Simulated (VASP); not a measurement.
Set up this calculation in VASP 6.6.1, as the native input.

| Quantity | Value |
| --- | --- |
| Task | single point |
| Functional | PBE |
| Dispersion | D3(BJ) |
| Potentials or basis | VASP PAW PBE potentials, release 64 (C) |
| Cutoff | 520 eV |
| k mesh | 18 × 18 × 18 |
| Occupations | gaussian, width 0.03 eV |
| Spin | no spin polarisation |
| Dipole correction | no |
| Further INCAR settings | ALGO = Normal; EDIFF = 1e-06; NBANDS = 11 |

The structure of C lies in POSCAR:

```
C
1.0
    0.0000000000      2.0975547276      3.4952306274
    1.2681005555      0.0000000000      3.4952306274
    1.2681005555      2.0975547276      0.0000000000
C
2
Direct
    0.1666966007      0.8333033993      0.1666966007
    0.8333033993      0.1666966007      0.8333033993
```

One way to write it, as run:

INCAR

```
ALGO = Normal ; EDIFF = 1E-6
ENCUT = 520 ; GGA = PE
ISIF = 2 ; ISMEAR = 0
IVDW = 12 ; LASPH = T
LCHARG = F ; LREAL = F
LWAVE = F ; NBANDS = 11
NELM = 100 ; PREC = Accurate
SIGMA = 0.03
```

KPOINTS

```
k-points
0
Gamma
  18 18 18
```

Potentials or basis: VASP PAW PBE potentials, release 64 (C).

The run is started by

```console
$ cat potpaw_PBE.64/C/POTCAR > POTCAR
$ mpirun -np 1 vasp_std > vasp.out
```

Results of the run:

```json
{"Pressure": "-3.7 GPa", "Largest force": "0.509 eV/Å", "Dispersion energy per atom": "-0.148 eV"}
```

Caveat: the cell stands under tension.

Run time: 4.5 min on 1 thread of Intel Xeon 8259CL, on a shared host, peak memory 0.27 GiB.
